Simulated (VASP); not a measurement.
# InSe (P6_3/mmc) in VASP: further runs

The runs below take InSe through single point, with PBEsol.

Program: VASP 6.6.1. These are calculated values, not measurements. Logs are shortened: lines on timing, memory, paths and dates and some standing lists are left out, and cuts for length are marked.

**1. The cell of the first run**

The structure is hexagonal, space group P6_3/mmc (No. 194). Conventional cell: a = 4.006 Å, b = 4.006 Å, c = 17.002 Å, α = 90.00°, β = 90.00°, γ = 120.00°. In (site symmetry 3m) has 3 Se at 2.66 Å and 1 In at 2.89 Å within 3.5 Å. Se (site symmetry 3m) has 3 In at 2.66 Å within 3.5 Å.

**2. Single point, PBEsol (mode 12 (107.6 1/cm) frozen in, largest displacement -0.100 Å)**

INCAR

```
ALGO = Normal ; EDIFF = 1E-6
ENCUT = 520 ; GGA = PS
ISIF = 2 ; ISMEAR = 0
LASPH = T ; LCHARG = T
LELF = T ; LREAL = F
LVHAR = T ; LWAVE = F
NBANDS = 48 ; NELM = 60
PREC = Accurate ; SIGMA = 0.05
```

KPOINTS

```
k-points
0
Gamma
  12 12 2
```

POSCAR

```
InSe
1.0
    4.0058502099      0.0000000000      0.0000000000
   -2.0029251050      3.4691680455      0.0000000000
    0.0000000000      0.0000000000     17.0021652134
In Se
4 4
Direct
    0.3333333333      0.6666666667      0.1651207139
    0.6666666667      0.3333333333      0.6651207139
    0.3333333333      0.6666666667      0.3348792861
    0.6666666667      0.3333333333      0.8348792861
    0.3333333333      0.6666666667      0.5872467663
    0.6666666667      0.3333333333      0.0872467663
    0.3333333333      0.6666666667      0.9127532337
    0.6666666667      0.3333333333      0.4127532337
```

Potentials or basis: VASP PAW PBE potentials, release 64 (In_d, Se).

Started as:

```bash
$ cat potpaw_PBE.64/In_d/POTCAR potpaw_PBE.64/Se/POTCAR > POTCAR
$ mpirun -np 1 vasp_std > vasp.out
```

OUTCAR:

```text
EDIFF = 1E-6
   ENCUT = 520
   GGA = PS
   ISIF = 2
   ISMEAR = 0
   LASPH = T
   LREAL = F
   NELM = 60
   PREC = Accurate

 ion  position               nearest neighbor table
   1  0.333  0.667  0.165-   6 2.66   6 2.66   6 2.66   3 2.89
   2  0.667  0.333  0.665-   5 2.66   5 2.66   5 2.66   4 2.89
   3  0.333  0.667  0.335-   8 2.66   8 2.66   8 2.66   1 2.89
   4  0.667  0.333  0.835-   7 2.66   7 2.66   7 2.66   2 2.89
   5  0.333  0.667  0.587-   2 2.66   2 2.66   2 2.66
   6  0.667  0.333  0.087-   1 2.66   1 2.66   1 2.66
   7  0.333  0.667  0.913-   4 2.66   4 2.66   4 2.66
   8  0.667  0.333  0.413-   3 2.66   3 2.66   3 2.66

  LATTYP: Found a hexagonal cell.
 ALAT       =     4.0058502099
 C/A-ratio  =     4.2443337425

  Lattice vectors:

 A1 = (   4.0058502099,   0.0000000000,   0.0000000000)
 A2 = (  -2.0029251050,   3.4691680455,   0.0000000000)
 A3 = (   0.0000000000,   0.0000000000,  17.0021652134)

Analysis of symmetry for initial positions (statically):
=====================================================================
 Subroutine PRICEL returns:
 Original cell was already a primitive cell.

 Routine SETGRP: Setting up the symmetry group for a
 hexagonal supercell.

 Subroutine GETGRP returns: Found 24 space group operations
 (whereof 12 operations were pure point group operations)
 out of a pool of 24 trial point group operations.

The static configuration has the point symmetry D_3d.
 The point group associated with its full space group is D_6h.

Analysis of symmetry for dynamics (positions and initial velocities):
=====================================================================
 Subroutine PRICEL returns:
 Original cell was already a primitive cell.

 Routine SETGRP: Setting up the symmetry group for a
 hexagonal supercell.

 Subroutine GETGRP returns: Found 24 space group operations
 (whereof 12 operations were pure point group operations)
 out of a pool of 24 trial point group operations.

The dynamic configuration has the point symmetry D_3d.
 The point group associated with its full space group is D_6h.

 Subroutine INISYM returns: Found 24 space group operations
 (whereof 12 operations are pure point group operations),
 and found     1 'primitive' translations

----------------------------------------------------------------------------------------

                                     Primitive cell

  volume of cell :     236.2785

  direct lattice vectors                    reciprocal lattice vectors
     4.005850210  0.000000000  0.000000000     0.249634896  0.144126774  0.000000000
    -2.002925105  3.469168046  0.000000000     0.000000000  0.288253549  0.000000000
     0.000000000  0.000000000 17.002165213     0.000000000  0.000000000  0.058816038

  length of vectors
     4.005850210  4.005850210 17.002165213     0.288253549  0.288253549  0.058816038

  position of ions in fractional coordinates (direct lattice)
     0.333333333  0.666666667  0.165120714
     0.666666667  0.333333333  0.665120714
     0.333333333  0.666666667  0.334879286
     0.666666667  0.333333333  0.834879286
     0.333333333  0.666666667  0.587246766
     0.666666667  0.333333333  0.087246766
     0.333333333  0.666666667  0.912753234
     0.666666667  0.333333333  0.412753234

  ion indices of the primitive-cell ions
   primitive index   ion index
                 1           1
                 2           2
                 3           3
                 4           4
                 5           5
                 6           6
                 7           7
                 8           8

----------------------------------------------------------------------------------------

 KPOINTS: k-points

Automatic generation of k-mesh.
 Grid dimensions read from file:
 generate k-points for:   12   12    2

 Generating k-lattice:

  Cartesian coordinates                     Fractional coordinates (reciprocal lattice)
     0.020802908  0.012010565  0.000000000     0.083333333  0.000000000  0.000000000
     0.000000000  0.024021129  0.000000000     0.000000000  0.083333333  0.000000000
     0.000000000  0.000000000  0.029408019     0.000000000  0.000000000  0.500000000

  Length of vectors
     0.024021129  0.024021129  0.029408019

  Shift w.r.t. Gamma in fractional coordinates (k-lattice)
     0.000000000  0.000000000  0.000000000

 Subroutine IBZKPT returns following result:
 ===========================================

 Found     38 irreducible k-points:

 Following reciprocal coordinates:
            Coordinates               Weight
  0.000000  0.000000  0.000000      1.000000
  0.083333  0.000000  0.000000      6.000000
  0.166667  0.000000  0.000000      6.000000
  0.250000  0.000000  0.000000      6.000000
  0.333333  0.000000  0.000000      6.000000
  0.416667  0.000000  0.000000      6.000000
[... 16 lines left out ...]
  0.250000  0.000000  0.500000      6.000000
  0.333333  0.000000  0.500000      6.000000
 [... further k-points ...]
   k-points           NKPTS =     38   k-points in BZ     NKDIM =     38   number of bands    NBANDS=     48
   number of dos      NEDOS =    301   number of ions     NIONS =      8
   total plane-waves  NPLWV = 113400
   dimension x,y,z NGX =    30 NGY =   30 NGZ =  126
   dimension x,y,z NGXF=    60 NGYF=   60 NGZF=  252
   ions per type =               4   4
   NGX,Y,Z   is equivalent  to a cutoff of  12.45, 12.45, 12.32 a.u.
   NGXF,Y,Z  is equivalent  to a cutoff of  24.90, 24.90, 24.64 a.u.
 SYSTEM =  unknown system
   PREC   = accura    normal or accurate (medium, high low for compatibility)
   ISTART =      0    job   : 0-new  1-cont  2-samecut
   ICHARG =      2    charge: 1-file 2-atom 10-const
   ISPIN  =      1    spin polarized calculation?
   LNONCOLLINEAR =      F non collinear calculations
   LSORBIT =      F    spin-orbit coupling
   LASPH  =      T    aspherical Exc in radial PAW
   ENCUT  =  520.0 eV  38.22 Ry    6.18 a.u.   7.45  7.45 31.61*2*pi/ulx,y,z
   NELM   =     60;   NELMIN=  2; NELMDL= -5     # of ELM steps
   EDIFF  = 0.1E-05   stopping-criterion for ELM
   LREAL  =      F    real-space projection
   EDIFFG = 0.1E-04   stopping-criterion for IOM
   NSW    =      0    number of steps for IOM
   IBRION =     -1    ionic relax: 0-MD 1-quasi-New 2-CG
   NFREE  =      0    steps in history (QN), initial steepest desc. (CG)
   ISIF   =      2    stress and relaxation
   ISYM   =      2    0-nonsym 1-usesym 2-fastsym
   POTIM  = 0.5000    time-step for ionic-motion
   TEBEG  =    0.0;   TEEND  =   0.0 temperature during run
   PSTRESS=    0.0 pullay stress
   NELECT =      76.0000    total number of electrons
   NUPDOWN=      -1.0000    fix difference up-down
   EMIN   =  10.00;   EMAX   =-10.00  energy-range for DOS
   EFERMI =   0.00;   METHOD = LEGACY
   ISMEAR =     0;   SIGMA  =   0.05  broadening in eV -4-tet -1-fermi 0-gaus
   EFERMI_NEDOS =   21; number of points for ismear=-14 and -15
   IALGO  =     38    algorithm
   IMIX   =      4    mixing-type and parameters
     AMIX     =   0.40;   BMIX     =  1.00
     AMIX_MAG =   1.60;   BMIX_MAG =  1.00
  volume/ion in A,a.u.               =      29.53       199.31
  Fermi-wavevector in a.u.,A,eV,Ry     =   1.121686  2.119679 17.118569  1.258179
  Thomas-Fermi vector in A             =   2.258341
   LORBIT       =      0    0 simple, 1 ext, 2 COOP (PROOUT), +10 PAW based schemes
   GGA     = PS    functional components
   LHFCALC =     F    Hartree Fock is set to
   AEXX    =    0.0000 exact exchange contribution
   IVDW    =     0    specifies the selected vdW correction
   LEPSILON=     F    determine dielectric tensor
   LRPA    =     F    only Hartree local field effects (RPA)
 non-spin polarized calculation
 Gauss-broadening in eV      SIGMA  =   0.05
  energy-cutoff  :      520.00
  volume of cell :      236.28
 maximum number of plane-waves:      6408
 NGX is ok and might be reduce to    30
   NGX = 15   NGY = 15   NGZ = 63

 number of electron      75.9999994 magnetization

 Free energy of the ion-electron system (eV)
  ---------------------------------------------------
  ext. energy  EPLUGINS =         0.00000000
  ---------------------------------------------------
  free energy    TOTEN  =       -31.10988674 eV

  energy without entropy =      -31.10988674  energy(sigma->0) =      -31.10988674

 E-fermi :   3.9540     XC(G=0):  -9.0807

 val. band max:        3.7804617423   @ k =   0.0000   0.0000   0.0000
 cond. band min:       4.1240560232   @ k =   0.0000   0.0000   0.0000
 fundamental gap:      0.3435942809
 Fermi energy:         3.9540037863

 k-point     1 :       0.0000    0.0000    0.0000
  band No.  band energies     occupation
      1     -10.7530      2.00000
      2     -10.7523      2.00000
      3     -10.6165      2.00000
      4     -10.6165      2.00000
      5     -10.6161      2.00000
      6     -10.6161      2.00000
[... 40 lines left out ...]
     47       8.5100      0.00000
     48       9.2584      0.00000

 k-point     2 :       0.0833    0.0000    0.0000
  band No.  band energies     occupation
      1     -10.7546      2.00000
      2     -10.7543      2.00000
      3     -10.6434      2.00000
      4     -10.6387      2.00000
      5     -10.6143      2.00000
      6     -10.6139      2.00000
[... 40 lines left out ...]
     47       8.5436      0.00000
     48       8.9615      0.00000

 k-point     3 :       0.1667    0.0000    0.0000
  band No.  band energies     occupation
      1     -10.7736      2.00000
      2     -10.7698      2.00000
      3     -10.6894      2.00000
      4     -10.6805      2.00000
      5     -10.6666      2.00000
      6     -10.6529      2.00000
[... 40 lines left out ...]
     47       8.4784      0.00000
     48       8.6501      0.00000

 k-point     4 :       0.2500    0.0000    0.0000
  band No.  band energies     occupation
      1     -10.8287      2.00000
      2     -10.8177      2.00000
      3     -10.7441      2.00000
      4     -10.7275      2.00000
      5     -10.7024      2.00000
      6     -10.6973      2.00000
[... 958 lines left out ...]
     47       8.4613      0.00000
     48       8.4613      0.00000

 k-point    23 :       0.2500    0.0000    0.5000
  band No.  band energies     occupation
      1     -10.8235      2.00000
      2     -10.8235      2.00000
      3     -10.7360      2.00000
      4     -10.7360      2.00000
      5     -10.6993      2.00000
      6     -10.6993      2.00000
[... 40 lines left out ...]
     47       8.5074      0.00000
     48       8.5074      0.00000

 k-point    24 :       0.3333    0.0000    0.5000
  band No.  band energies     occupation
      1     -10.8800      2.00000
      2     -10.8800      2.00000
      3     -10.7979      2.00000
      4     -10.7979      2.00000
      5     -10.6978      2.00000
      6     -10.6978      2.00000
[... 40 lines left out ...]
     47       8.4568      0.00000
     48       8.4568      0.00000

 [... further k-points ...]
[... 5 lines left out ...]
  --------------------------------------------------------------------------------------
  -------------------------------------------------------------------------------------
  Total       -0.9606617     -0.9606617     -3.8957724      0.0000000      0.0000000     -0.0000000
  in kB       -6.5141355     -6.5141355    -26.4167802      0.0000000      0.0000000     -0.0000000
  external PRESSURE =     -13.1483504 kB  Pullay stress =       0.0000000 kB

 VOLUME and BASIS-vectors are now :
 -----------------------------------------------------------------------------
  energy-cutoff  :      520.00
  volume of cell :      236.28
      direct lattice vectors                 reciprocal lattice vectors
     4.005850210  0.000000000  0.000000000     0.249634896  0.144126774  0.000000000
    -2.002925105  3.469168046  0.000000000     0.000000000  0.288253549  0.000000000
     0.000000000  0.000000000 17.002165213     0.000000000  0.000000000  0.058816038

 POSITION                                       TOTAL-FORCE (eV/Angst)
 -----------------------------------------------------------------------------------
     -0.00000      2.31278      2.80741        -0.000000      0.000000      0.196205
      2.00293      1.15639     11.30849         0.000000      0.000000      0.196205
     -0.00000      2.31278      5.69367         0.000000     -0.000000     -0.196205
      2.00293      1.15639     14.19476        -0.000000     -0.000000     -0.196205
     -0.00000      2.31278      9.98447        -0.000000     -0.000000      0.314544
      2.00293      1.15639      1.48338         0.000000     -0.000000      0.314544
     -0.00000      2.31278     15.51878         0.000000      0.000000     -0.314544
      2.00293      1.15639      7.01770        -0.000000      0.000000     -0.314544
 -----------------------------------------------------------------------------------
    total drift:                               -0.000000      0.000000      0.000000

  FREE ENERGIE OF THE ION-ELECTRON SYSTEM (eV)
  ---------------------------------------------------
  free  energy   TOTEN  =       -31.1098867409 eV

  energy  without entropy=      -31.1098867390  energy(sigma->0) =      -31.10988674
```

Wall time 5.1 min (1 thread of Intel Xeon 6975P-C (Granite Rapids), shared host); peak memory 0.53 GiB.

What came out:

```
Free energy            : -31.1099 eV
Pressure               : -1.3 GPa
Largest force          : 0.315 eV/Å
Band gap on the k mesh : 0.34 eV, direct
```

Forces in eV/Å, atoms in the order of the input:
```
In   0.000  0.000  0.196
In   0.000  0.000  0.196
In   0.000  0.000 -0.196
In   0.000  0.000 -0.196
Se   0.000  0.000  0.315
Se   0.000  0.000  0.315
Se   0.000  0.000 -0.315
Se   0.000  0.000 -0.315
```

Caveat: the cell differs from its parent crystal (mode 12 (107.6 1/cm) frozen in, largest displacement -0.100 Å); the PAW data sets were made with another functional, which shifts forces and pressure a little; spin-orbit coupling is left out, which moves the levels of the heavy elements; this functional lacks dispersion, which binds the layers, so the pressure and a relaxed spacing across them are unreliable.

**3. Single point, PBEsol (mode 12 (107.6 1/cm) frozen in, largest displacement +0.050 Å)**

INCAR

```
PREC = Accurate ; ENCUT = 520
EDIFF = 1E-7 ; ISMEAR = 0
SIGMA = 0.05 ; LREAL = False
LASPH = True ; NELM = 80
ALGO = Normal ; ISIF = 2
LWAVE = False ; LCHARG = False
GGA = PS ; NBANDS = 48
```

KPOINTS

```
regular mesh
0
Gamma
  12 12 2
```

POSCAR

```
InSe
1.0
    4.0058502099      0.0000000000      0.0000000000
   -2.0029251050      3.4691680455      0.0000000000
    0.0000000000      0.0000000000     17.0021652134
In Se
4 4
Direct
    0.3333333333      0.6666666667      0.1699574747
    0.6666666667      0.3333333333      0.6699574747
    0.3333333333      0.6666666667      0.3300425253
    0.6666666667      0.3333333333      0.8300425253
    0.3333333333      0.6666666667      0.5960691720
    0.6666666667      0.3333333333      0.0960691720
    0.3333333333      0.6666666667      0.9039308280
    0.6666666667      0.3333333333      0.4039308280
```

Potentials or basis: VASP PAW PBE potentials, release 64 (In_d, Se).

Started as:

```bash
$ cat potpaw_PBE.64/In_d/POTCAR potpaw_PBE.64/Se/POTCAR > POTCAR
$ mpirun -np 1 vasp_std > vasp.out
```

Run time: 5 min. Hardware: 1 thread of Intel Xeon 6975P-C (Granite Rapids), shared host; peak memory 0.53 GiB.

It converged, with:

```
Free energy            : -31.1690 eV
Pressure               : 0.9 GPa
Largest force          : 0.189 eV/Å
Band gap on the k mesh : 0.46 eV, direct
```

Forces in eV/Å, atoms in the order of the input:
```
In   0.000  0.000 -0.141
In   0.000  0.000 -0.141
In   0.000  0.000  0.141
In   0.000  0.000  0.141
Se   0.000  0.000 -0.189
Se   0.000  0.000 -0.189
Se   0.000  0.000  0.189
Se   0.000  0.000  0.189
```

Stress tensor (GPa, compression positive):
```
0.49 0.00 0.00
0.00 0.49 0.00
0.00 0.00 1.68
```

Levels at points of the mesh, in eV from the valence-band top:
```csv
k point,band 34,band 35,band 36,band 37,band 38,band 39,band 40,band 41,band 42,band 43
"(0.00, 0.00, 0.00)",-1.20,-1.20,-1.11,-1.11,0.00,0.46,1.57,2.05,2.09,4.20
"(0.50, 0.00, 0.00)",-2.26,-2.09,-2.05,-1.99,-1.44,1.24,1.34,1.83,2.00,3.41
"(0.00, 0.00, 0.50)",-1.14,-1.14,-1.14,-0.83,-0.83,1.18,1.18,2.07,2.07,4.25
"(0.50, 0.00, 0.50)",-2.28,-2.12,-2.12,-1.71,-1.71,1.48,1.48,1.68,1.68,3.56
```

Caveat: the cell differs from its parent crystal (mode 12 (107.6 1/cm) frozen in, largest displacement +0.050 Å); the PAW data sets were made with another functional, which shifts forces and pressure a little; spin-orbit coupling is left out, which moves the levels of the heavy elements; this functional lacks dispersion, which binds the layers, so the pressure and a relaxed spacing across them are unreliable.
